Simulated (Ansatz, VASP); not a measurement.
# HfO2 in VASP and in Ansatz

POSCAR

```
HfO2
1.0
    0.0000000000      2.5575000000      2.5575000000
    2.7493125000      0.0000000000      2.5575000000
    2.7493125000      2.5575000000      0.0000000000
Hf O
1 2
Direct
    0.0000000000      0.0000000000      0.0000000000
    0.2500000000      0.2500000000      0.2500000000
    0.7500000000      0.7500000000      0.7500000000
```

Contents of INCAR.step1:

```
ALGO = Normal ; EDIFF = 1E-4
ENCUT = 520 ; GGA = PE
ISMEAR = 0 ; LASPH = True
LCHARG = False ; LREAL = False
LWAVE = True ; NBANDS = 18
NELM = 80 ; PREC = Accurate
SIGMA = 0.05
```

The input INCAR.step2:

```
ALGO = Normal ; EDIFF = 1E-6
ENCUT = 520 ; ISIF = 2
ISMEAR = 0 ; ISTART = 1
LASPH = True ; LCHARG = False
LMIXTAU = True ; LREAL = False
LWAVE = False ; METAGGA = R2SCAN
NBANDS = 18 ; NELM = 80
PREC = Accurate ; SIGMA = 0.05
```

KPOINTS

```
k-points
0
Gamma
  8 8 8
```

Input for Ansatz:

```yaml
crystal:
  lattice:
    - [0.0, 2.5575, 2.5575]
    - [2.7493125, 0.0, 2.5575]
    - [2.7493125, 2.5575, 0.0]
  atoms:
    - { symbol: Hf, position: [0.0, 0.0, 0.0] }
    - { symbol: O, position: [0.25, 0.25, 0.25] }
    - { symbol: O, position: [0.75, 0.75, 0.75] }
basis:
  ecutwfc: 500
kpoints:
  mp_grid: { grid: [8, 8, 8] }
hamiltonian:
  xc: r2scan
scf:
  occupations: { method: gaussian, width: 0.05 }
output:
  forces: true
  stress: true
  eigenvalues: true
```

Change from the starting cell: strain +0.0750 x Voigt [1, 0, 0, 0, 0, 0], atoms carried along.

Alike in both runs: task single point; functional r2SCAN; k mesh 8 × 8 × 8; occupations gaussian, width 0.05 eV; no spin polarisation.

```csv
,VASP,Ansatz
version,VASP 6.6.1,Ansatz 0.2.0
potentials or method,"VASP PAW PBE potentials, release 64 (Hf_pv, O), cutoff 520 eV","scalar-relativistic, plane waves, PAW"
valence electrons in the cell,22,38
```

Ansatz gave:

- gap on the k mesh at the Fermi level (eV): 3.27
- least direct gap on the mesh (eV): 3.52
- pressure (GPa): -22.7
- traceless stress, the component that is largest in VASP (GPa): -21.10

Question: What did VASP give for the same quantities?

Answer: gap on the k mesh at the Fermi level (eV): 3.26; least direct gap on the mesh (eV): 3.50; pressure (GPa): -25.6; traceless stress, the component that is largest in VASP (GPa): -21.38.

VASP's potentials were made for PBE, not for r2SCAN. VASP's potentials hold 22 valence electrons a cell and Ansatz's 38, so a difference there can come from the potentials and not from the codes.

Neither program's run includes spin-orbit coupling.
